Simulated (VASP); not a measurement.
Set up this calculation in VASP 6.6.1, as the native input.

```yaml
Task: single point
Functional: LDA
Potentials_or_basis: VASP PAW LDA potentials, release 64 (Ga_d, P)
Cutoff: 520 eV
k_mesh: 8 × 8 × 8
Occupations: gaussian, width 0.05 eV
Spin: no spin polarisation
Dipole_correction: no
Further_INCAR_settings: ALGO = Normal; EDIFF = 1e-06; NBANDS = 16
```

The structure of GaP lies in POSCAR:

```
GaP
1.0
    0.0000000000      2.8887650000      2.7252500000
    2.7252500000      0.0000000000      2.7252500000
    2.7252500000      2.8887650000      0.0000000000
Ga P
1 1
Direct
    0.0000000000      0.0000000000      0.0000000000
    0.7500000000      0.7500000000      0.7500000000
```

This cell differs from its parent crystal: strain +0.0600 x Voigt [0, 1, 0, 0, 0, 0].

One way to write it, as run:

INCAR

```
  PREC = Accurate
  ENCUT = 520
  EDIFF = 1E-6
  ISMEAR = 0
  SIGMA = 0.05
  LREAL = F
  LASPH = T
  NELM = 100
  ALGO = Normal
  ISIF = 2
  LWAVE = F
  LCHARG = F
  NBANDS = 16
```

KPOINTS

```
regular mesh
0
Gamma
  8 8 8
```

Potentials or basis: VASP PAW LDA potentials, release 64 (Ga_d, P).

Launch:

```bash
$ cat potpaw_LDA.64/Ga_d/POTCAR potpaw_LDA.64/P/POTCAR > POTCAR
$ mpirun -np 1 vasp_std > vasp.out
```

Results of the run:

```yaml
Pressure: -6.7 GPa
Band_gap_on_the_k_mesh: 1.02 eV, direct
```

Caveat: the cell differs from its parent crystal (strain +0.0600 x Voigt [0, 1, 0, 0, 0, 0]).

Wall time 15 s on 1 thread of Intel(R) Xeon(R) 6975P-C (Granite Rapids), on a shared host, peak memory 0.17 GiB.
